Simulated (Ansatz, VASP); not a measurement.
This is a calculation of Ta for Ansatz 0.2.0.

The input input.yaml:

```yaml
crystal:
  lattice:
    - [-1.65128, 1.65128, 1.65128]
    - [1.65128, -1.65128, 1.65128]
    - [1.65128, 1.65128, -1.65128]
  atoms:
    - { symbol: Ta, position: [0.0, 0.0, 0.0] }
kpoints:
  mp_grid: { grid: [11, 11, 11] }
scf:
  occupations: { method: gaussian, width: 0.017 }
hamiltonian:
  xc: pbe
  pseudopotentials: { kind: all_electron, lapw: { basis_error: 0.001 } }
output:
  forces: true
  stress: true
  eigenvalues: true
```

Potentials or basis: all-electron LAPW, scalar-relativistic.

The run is started by

```console
$ ansatz run input.yaml --threads 1 --pin off --max-ram 3072MiB --backend cpu --events-out ev --progress --plain --runs-dir out
```

Task: Set up the same calculation for VASP 6.6.1. Potentials there: VASP PAW PBE potentials, release 64 (Ta_pv).

Result: As run (the cutoff follows the program's own potentials):

File INCAR:

```
  ALGO = Fast
  EDIFF = 1E-7
  ENCUT = 520
  GGA = PE
  ISIF = 2
  ISMEAR = 0
  LASPH = True
  LCHARG = True
  LELF = True
  LREAL = False
  LVHAR = True
  LWAVE = False
  NBANDS = 12
  NELM = 80
  PREC = Accurate
  SIGMA = 0.017
```

KPOINTS

```
k-points
0
Gamma
  11 11 11
```

File POSCAR:

```
Ta
1.0
   -1.6512800000      1.6512800000      1.6512800000
    1.6512800000     -1.6512800000      1.6512800000
    1.6512800000      1.6512800000     -1.6512800000
Ta
1
Direct
    0.0000000000      0.0000000000      0.0000000000
```

Potentials or basis: VASP PAW PBE potentials, release 64 (Ta_pv).

Command:

```sh
$ cat potpaw_PBE.64/Ta_pv/POTCAR > POTCAR
$ mpirun -np 1 vasp_std > vasp.out
```

Both were run:

|  | VASP | Ansatz | Ansatz less VASP |
| --- | --- | --- | --- |
| gap on the k mesh at the Fermi level (eV) | none | none | - |
| pressure (GPa) | 2.3 | 2.1 | -0.19 |

A gap of «none» marks a metal or a gap that the smearing closes. Ansatz ran all-electron here, and VASP with PAW potentials.

Spin-orbit coupling is off throughout.
